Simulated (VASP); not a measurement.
Hf3AlN4:

```xyz
8
Lattice="3.4453 0.0000 0.0000 0.0000 3.4453 0.0000 0.0000 0.0000 9.7449" Properties=species:S:1:pos:R:3 pbc="T T T"
Hf    1.7227    1.7227    2.4362
Hf    0.0000    0.0000    4.8724
Hf    1.7227    1.7227    7.3087
Al    0.0000    0.0000    0.0000
N     0.0000    0.0000    2.4362
N     1.7227    1.7227    4.8724
N     0.0000    0.0000    7.3087
N     1.7227    1.7227    0.0000
```

| Quantity | Value |
| --- | --- |
| Program | VASP 6.6.1 |
| Task | relaxation of cell and atoms |
| Functional | PBE |
| Potentials or basis | VASP PAW PBE potentials, release 64 (Hf_pv, Al, N) |
| Cutoff | 600 eV |
| k mesh | 6 × 6 × 2 |
| Occupations | gaussian, width 0.1 eV |
| Spin | no spin polarisation |

At the start: pressure -35.8 GPa; volume 14.46 Å³/atom.

**Question.** How do energy, volume and symmetry change on relaxing?

**Answer.** Over 12 steps the energy falls by 520.8 meV/atom and the volume is 11.06 Å³/atom (-23.5 %); space group P4/mmm (No. 123, to 0.1 Å) before and after.

The path:
```tsv
step	energy change (eV)	largest force (eV/Å)	pressure (GPa)	volume (Å³)
1	0.0000	0.4380	-35.77	115.68
2	1.6493	3.6862	108.98	69.61
3	-3.6784	1.9272	-3.39	90.68
4	-3.6932	2.0068	-0.84	89.70
5	-3.6946	2.0427	0.48	89.23
6	-4.0173	1.1825	2.28	88.07
7	-4.0751	0.6342	3.76	87.50
8	-4.0766	0.7817	4.13	87.38
9	-4.1092	0.5565	-5.69	90.64
10	-4.1294	0.6316	-2.15	89.37
11	-4.1656	0.0953	-0.26	88.62
12	-4.1662	0.0258	0.06	88.51
```

Final structure:
```
CELL_PARAMETERS angstrom
3.16112 0.00000 0.00000
0.00000 3.16112 0.00000
0.00000 0.00000 8.85759
ATOMIC_POSITIONS crystal
Hf 0.50000 0.50000 0.25030
Hf 0.00000 0.00000 0.50000
Hf 0.50000 0.50000 0.74970
Al 0.00000 0.00000 0.00000
N 0.00000 0.00000 0.22750
N 0.50000 0.50000 0.50000
N 0.00000 0.00000 0.77250
N 0.50000 0.50000 0.00000
```

Caveat: the volume moved by over 15 % at a fixed basis, so the end points are rough; an odd number of electrons without spin polarisation forces a metal; a magnetic or distorted state may lie lower.
